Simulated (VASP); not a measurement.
# Ti3C2 (P6_3/mmc) in VASP: further runs, part 2 of 2

VASP 6.6.1.

**3. Single point, r2SCAN**

This run uses another cell than the first one, of 11.58 Å³/atom.

The input, POSCAR:

```
Ti3C2
1.0
    3.0106931253      0.0000000000      0.0000000000
   -1.5053465627      2.6073367295      0.0000000000
    0.0000000000      0.0000000000     14.7530503877
Ti C
6 4
Direct
    0.3333333333      0.6666666667      0.8409264509
    0.6666666667      0.3333333333      0.3409264509
    0.6666666667      0.3333333333      0.1590735491
    0.3333333333      0.6666666667      0.6590735491
    0.0000000000      0.0000000000      0.0000000000
    0.0000000000      0.0000000000      0.5000000000
    0.6666666667      0.3333333333      0.9131607838
    0.3333333333      0.6666666667      0.4131607838
    0.6666666667      0.3333333333      0.5868392162
    0.3333333333      0.6666666667      0.0868392162
```

The input, INCAR.step1:

```
SYSTEM = Ti3C2
  ALGO = Normal
  EDIFF = 1E-4
  ENCUT = 520
  GGA = PE
  ISMEAR = 0
  LASPH = .True.
  LCHARG = .False.
  LREAL = .False.
  LWAVE = .True.
  NBANDS = 55
  NELM = 60
  PREC = Accurate
  SIGMA = 0.1
```

The input, INCAR.step2:

```
SYSTEM = Ti3C2
  ALGO = Normal
  EDIFF = 1E-6
  ENCUT = 520
  ISIF = 2
  ISMEAR = 0
  ISTART = 1
  LASPH = .True.
  LCHARG = .False.
  LMIXTAU = .True.
  LREAL = .False.
  LWAVE = .False.
  METAGGA = R2SCAN
  NBANDS = 55
  NELM = 60
  PREC = Accurate
  SIGMA = 0.1
```

The input, KPOINTS:

```
k-points
0
Gamma
  12 12 4
  0 0 0
```

Potentials or basis: VASP PAW PBE potentials, release 64 (Ti_sv, C).

Command:

```sh
$ cat potpaw_PBE.64/Ti_sv/POTCAR potpaw_PBE.64/C/POTCAR > POTCAR
$ cp INCAR.step1 INCAR
$ mpirun -np 1 vasp_std > vasp.out
$ cp INCAR.step2 INCAR
$ mpirun -np 1 vasp_std > vasp.out
```

OUTCAR:

```text
SYSTEM = Ti3C2
   EDIFF = 1E-6
   ENCUT = 520
   ISIF = 2
   ISMEAR = 0
   ISTART = 1
   LASPH = .True.
   LREAL = .False.
   METAGGA = R2SCAN
   NELM = 60
   PREC = Accurate

 ion  position               nearest neighbor table
   1  0.333  0.667  0.841-   7 2.04   7 2.04   7 2.04   4 2.68   5 2.92   5 2.92   5 2.92
   2  0.667  0.333  0.341-   8 2.04   8 2.04   8 2.04   3 2.68   6 2.92   6 2.92   6 2.92
   3  0.667  0.333  0.159-  10 2.04  10 2.04  10 2.04   2 2.68   5 2.92   5 2.92   5 2.92
   4  0.333  0.667  0.659-   9 2.04   9 2.04   9 2.04   1 2.68   6 2.92   6 2.92   6 2.92
   5  0.000  0.000  0.000-   7 2.16  10 2.16   7 2.16  10 2.16   7 2.16  10 2.16   1 2.92   3 2.92
                             1 2.92   3 2.92   3 2.92   1 2.92
   6  0.000  0.000  0.500-   8 2.16   9 2.16   9 2.16   8 2.16   9 2.16   8 2.16   2 2.92   4 2.92
                             4 2.92   2 2.92   2 2.92   4 2.92
   7  0.667  0.333  0.913-   1 2.04   1 2.04   1 2.04   5 2.16   5 2.16   5 2.16
   8  0.333  0.667  0.413-   2 2.04   2 2.04   2 2.04   6 2.16   6 2.16   6 2.16
   9  0.667  0.333  0.587-   4 2.04   4 2.04   4 2.04   6 2.16   6 2.16   6 2.16
  10  0.333  0.667  0.087-   3 2.04   3 2.04   3 2.04   5 2.16   5 2.16   5 2.16

  LATTYP: Found a hexagonal cell.
 ALAT       =     3.0106931253
 C/A-ratio  =     4.9002172502

  Lattice vectors:

 A1 = (   3.0106931253,   0.0000000000,   0.0000000000)
 A2 = (  -1.5053465627,   2.6073367295,   0.0000000000)
 A3 = (   0.0000000000,   0.0000000000,  14.7530503877)

Analysis of symmetry for initial positions (statically):
=====================================================================
 Subroutine PRICEL returns:
 Original cell was already a primitive cell.

 Routine SETGRP: Setting up the symmetry group for a
 hexagonal supercell.

 Subroutine GETGRP returns: Found 24 space group operations
 (whereof 12 operations were pure point group operations)
 out of a pool of 24 trial point group operations.

The static configuration has the point symmetry D_3d.
 The point group associated with its full space group is D_6h.

Analysis of symmetry for dynamics (positions and initial velocities):
=====================================================================
 Subroutine PRICEL returns:
 Original cell was already a primitive cell.

 Routine SETGRP: Setting up the symmetry group for a
 hexagonal supercell.

 Subroutine GETGRP returns: Found 24 space group operations
 (whereof 12 operations were pure point group operations)
 out of a pool of 24 trial point group operations.

The dynamic configuration has the point symmetry D_3d.
 The point group associated with its full space group is D_6h.

 Subroutine INISYM returns: Found 24 space group operations
 (whereof 12 operations are pure point group operations),
 and found     1 'primitive' translations

----------------------------------------------------------------------------------------

                                     Primitive cell

  volume of cell :     115.8098

  direct lattice vectors                    reciprocal lattice vectors
     3.010693125  0.000000000  0.000000000     0.332149428  0.191766562  0.000000000
    -1.505346563  2.607336730  0.000000000     0.000000000  0.383533124  0.000000000
[... 84 lines left out ...]
   number of dos      NEDOS =    301   number of ions     NIONS =     10
   total plane-waves  NPLWV =  64512
   dimension x,y,z NGX =    24 NGY =   24 NGZ =  112
   dimension x,y,z NGXF=    48 NGYF=   48 NGZF=  224
   ions per type =               6   4
   NGX,Y,Z   is equivalent  to a cutoff of  13.25, 13.25, 12.62 a.u.
   NGXF,Y,Z  is equivalent  to a cutoff of  26.50, 26.50, 25.24 a.u.
 SYSTEM =  Ti3C2
   PREC   = accura    normal or accurate (medium, high low for compatibility)
   ISTART =      1    job   : 0-new  1-cont  2-samecut
   ICHARG =      0    charge: 1-file 2-atom 10-const
   ISPIN  =      1    spin polarized calculation?
   LNONCOLLINEAR =      F non collinear calculations
   LSORBIT =      F    spin-orbit coupling
   LASPH  =      T    aspherical Exc in radial PAW
   ENCUT  =  520.0 eV  38.22 Ry    6.18 a.u.   5.60  5.60 27.43*2*pi/ulx,y,z
   NELM   =     60;   NELMIN=  2; NELMDL=  0     # of ELM steps
   EDIFF  = 0.1E-05   stopping-criterion for ELM
   LREAL  =      F    real-space projection
   EDIFFG = 0.1E-04   stopping-criterion for IOM
   NSW    =      0    number of steps for IOM
   IBRION =     -1    ionic relax: 0-MD 1-quasi-New 2-CG
   NFREE  =      0    steps in history (QN), initial steepest desc. (CG)
   ISIF   =      2    stress and relaxation
   ISYM   =      2    0-nonsym 1-usesym 2-fastsym
   POTIM  = 0.5000    time-step for ionic-motion
   TEBEG  =    0.0;   TEEND  =   0.0 temperature during run
   PSTRESS=    0.0 pullay stress
   NELECT =      88.0000    total number of electrons
   NUPDOWN=      -1.0000    fix difference up-down
   EMIN   =  10.00;   EMAX   =-10.00  energy-range for DOS
   EFERMI =   0.00;   METHOD = LEGACY
   ISMEAR =     0;   SIGMA  =   0.10  broadening in eV -4-tet -1-fermi 0-gaus
   EFERMI_NEDOS =   21; number of points for ismear=-14 and -15
   IALGO  =     38    algorithm
   IMIX   =      4    mixing-type and parameters
     AMIX     =   0.40;   BMIX     =  1.00
     AMIX_MAG =   1.60;   BMIX_MAG =  1.00
  volume/ion in A,a.u.               =      11.58        78.15
  Fermi-wavevector in a.u.,A,eV,Ry     =   1.493897  2.823055 30.364495  2.231727
  Thomas-Fermi vector in A             =   2.606239
   LORBIT       =      0    0 simple, 1 ext, 2 COOP (PROOUT), +10 PAW based schemes
   METAGGA = R2SCAN    functional components
   LHFCALC =     F    Hartree Fock is set to
   AEXX    =    0.0000 exact exchange contribution
   IVDW    =     0    specifies the selected vdW correction
   LEPSILON=     F    determine dielectric tensor
   LRPA    =     F    only Hartree local field effects (RPA)
 non-spin polarized calculation
 Gauss-broadening in eV      SIGMA  =   0.10
  energy-cutoff  :      520.00
  volume of cell :      115.81
 maximum number of plane-waves:      3157
 NGX is ok and might be reduce to    24
   NGX = 11   NGY = 11   NGZ = 55

 number of electron      88.0000021 magnetization

 Free energy of the ion-electron system (eV)
  ---------------------------------------------------
  ext. energy  EPLUGINS =         0.00000000
  ---------------------------------------------------
  free energy    TOTEN  =      -125.41694690 eV

  energy without entropy =     -125.40643808  energy(sigma->0) =     -125.41169249

 E-fermi :   9.5371     XC(G=0): -13.1461

 val. band max:        9.5314661021   @ k =   0.3333   0.1667   0.0000
 cond. band min:       9.5828636748   @ k =   0.0833   0.0833   0.2500
 fundamental gap:      0.0513975726
 Fermi energy:         9.5371348870

 k-point     1 :       0.0000    0.0000    0.0000
  band No.  band energies     occupation
      1     -49.8174      2.00000
      2     -49.8060      2.00000
      3     -49.7694      2.00000
      4     -49.7539      2.00000
      5     -49.6101      2.00000
      6     -49.6060      2.00000
[... 1381 lines left out ...]
     54      11.9380      0.00000
     55      12.0586      0.00000

 [... further k-points ...]

------------------------ aborting loop because EDIFF is reached ----------------------------------------

  FORCE on cell =-STRESS in cart. coord.  units (eV):
  Direction    XX          YY          ZZ          XY          YZ          ZX
  --------------------------------------------------------------------------------------
  -------------------------------------------------------------------------------------
  Total        7.8861407      7.8861407      7.8438258     -0.0000000      0.0000000     -0.0000000
  in kB      109.1012338    109.1012338    108.5158261     -0.0000000      0.0000000     -0.0000000
  external PRESSURE =     108.9060979 kB  Pullay stress =       0.0000000 kB

 VOLUME and BASIS-vectors are now :
 -----------------------------------------------------------------------------
  energy-cutoff  :      520.00
  volume of cell :      115.81
      direct lattice vectors                 reciprocal lattice vectors
     3.010693125  0.000000000  0.000000000     0.332149428  0.191766562  0.000000000
    -1.505346563  2.607336730  0.000000000     0.000000000  0.383533124  0.000000000
     0.000000000  0.000000000 14.753050388     0.000000000  0.000000000  0.067782592

 POSITION                                       TOTAL-FORCE (eV/Angst)
 -----------------------------------------------------------------------------------
     -0.00000      1.73822     12.40623         0.000000      0.000000     -0.103519
      1.50535      0.86911      5.02971        -0.000000     -0.000000     -0.103519
      1.50535      0.86911      2.34682         0.000000     -0.000000      0.103519
     -0.00000      1.73822      9.72335         0.000000      0.000000      0.103519
      0.00000      0.00000      0.00000        -0.000000     -0.000000     -0.000000
      0.00000      0.00000      7.37653        -0.000000     -0.000000     -0.000000
      1.50535      0.86911     13.47191        -0.000000     -0.000000      0.034895
     -0.00000      1.73822      6.09538        -0.000000     -0.000000      0.034895
      1.50535      0.86911      8.65767        -0.000000     -0.000000     -0.034895
     -0.00000      1.73822      1.28114        -0.000000     -0.000000     -0.034895
 -----------------------------------------------------------------------------------
    total drift:                               -0.000000      0.000000     -0.000000

  FREE ENERGIE OF THE ION-ELECTRON SYSTEM (eV)
  ---------------------------------------------------
  free  energy   TOTEN  =      -125.4169468956 eV

  energy  without entropy=     -125.4064380791  energy(sigma->0) =     -125.41169249
```

Wall time 21 min (1 thread of AMD EPYC 9R45 (Zen 5), shared host); peak memory 0.4 GiB.

Results:

```yaml
Free_energy: -125.4169 eV
Pressure: 10.9 GPa
Largest_force: 0.104 eV/Å
Band_gap_on_the_k_mesh: zero (bands 44 and 45 overlap by 0.78 eV)
```

Forces on the atoms (eV/Å):
```
Ti   0.000  0.000 -0.104
Ti   0.000  0.000 -0.104
Ti   0.000  0.000  0.104
Ti   0.000  0.000  0.104
Ti   0.000  0.000  0.000
Ti   0.000  0.000  0.000
C    0.000  0.000  0.035
C    0.000  0.000  0.035
C    0.000  0.000 -0.035
C    0.000  0.000 -0.035
```

Caveat: the cell stands under pressure; the PAW data sets were made with another functional, which shifts forces and pressure a little.

The gap in the log of VASP goes by the Fermi energy; the results here count the filled bands.